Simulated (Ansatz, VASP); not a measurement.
**Two plane-wave programs on SnSe2**

Contents of INCAR:

```
SYSTEM = SnSe2
PREC = Accurate ; ENCUT = 520
EDIFF = 1E-6 ; ISMEAR = -1
SIGMA = 0.02 ; LREAL = .False.
LASPH = .True. ; NELM = 150
ALGO = Normal ; ISIF = 2
LWAVE = .False. ; LCHARG = .False.
LNONCOLLINEAR = .True. ; MAGMOM = 0 0 0 0 0 0 0 0 0
LORBIT = 11 ; LSORBIT = .True.
GGA_COMPAT = .False. ; LORBMOM = .True.
GGA = PE ; NBANDS = 39
```

The input KPOINTS:

```
Automatic mesh
0
Gamma
  6 6 4
  0 0 0
```

File POSCAR:

```
SnSe2
1.0
    3.8251638426      0.0000000000      0.0000000000
   -1.9125819213      3.3126890613      0.0000000000
    0.0000000000      0.0000000000      6.2270560849
Sn Se
1 2
Direct
    0.0000000000      0.0000000000      0.0000000000
    0.3333333333      0.6666666667      0.2530760455
    0.6666666667      0.3333333333      0.7469239545
```

Input for Ansatz:

```yaml
crystal:
  lattice:
    - [3.8251638426, 0.0, 0.0]
    - [-1.9125819213, 3.3126890613, 0.0]
    - [0.0, 0.0, 6.2270560849]
  atoms:
    - { symbol: Sn, position: [0.0, 0.0, 0.0] }
    - { symbol: Se, position: [0.3333333333, 0.6666666667, 0.2530760455] }
    - { symbol: Se, position: [0.6666666667, 0.3333333333, 0.7469239545] }
kpoints:
  mp_grid: { grid: [6, 6, 4] }
hamiltonian:
  xc: pbe
scf:
  occupations: { method: fermi_dirac, width: 0.02 }
  n_extra_bands: 28
magnetization:
  noncollinear: true
  spin_orbit: true
output:
  optics: { e_range: [0, 12], de: 0.05, sigma: 0.1, bands: scf }
```

Alike in both runs: task single point; functional PBE; k mesh 6 × 6 × 4; occupations fermi-dirac, width 0.02 eV; non-collinear spin, spin-orbit coupling.

|  | VASP | Ansatz |
| --- | --- | --- |
| version | VASP 6.6.1 | Ansatz 0.2.0 |
| potentials or method | VASP PAW PBE potentials, release 64 (Sn_d, Se) | plane waves, PAW |
| plane-wave cutoff (eV) | 520 | 420 |
| valence electrons in the cell | 26 | 46 |

|  | VASP | Ansatz | Ansatz less VASP |
| --- | --- | --- | --- |
| net moment per atom (μB) | 0.00 | 0.00 | 0.000 |

The functional is the same, so the differences come from potentials, cutoffs and numerics. VASP's potentials hold 26 valence electrons a cell and Ansatz's 46, so a difference there can come from the potentials and not from the codes. Ansatz's warnings: optics gap not shown off mesh.
